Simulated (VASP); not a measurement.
**Pd: single point with r2SCAN**

Pd:

```
Pd
1.0
     0.00000    1.94650    1.94650
     1.94650    0.00000    1.94650
     1.94650    1.94650    0.00000
Pd
1
Direct
  0.00000 0.00000 0.00000
```

```yaml
Program: VASP 6.6.1
Task: single point
Functional: r2SCAN
Potentials_or_basis: VASP PAW PBE potentials, release 64 (Pd)
Cutoff: 520 eV
k_mesh: 12 × 12 × 12
Occupations: fermi-dirac, width 0.05 eV
Spin: non-collinear spin, zero start, spin-orbit coupling
Starting_moments: "[[0.0, 0.0, 0.0]] μB"
Dipole_correction: no
Further_INCAR_settings: ALGO = Normal; EDIFF = 1e-06; NBANDS = 21
```

The pressure is 2.9 GPa. The net moment is 0.00 μB per cell and the valence electrons inside the program's atomic spheres are Pd 9.48.

Moments on the atoms (μB; x, y, z):
```
Pd  0.00 0.00 0.00
```

Wall time 4.7 min on 1 thread of Intel Xeon 8259CL (shared host), peak memory 0.2 GiB.

Caveat: the PAW data sets were made with another functional, which shifts forces and pressure a little.
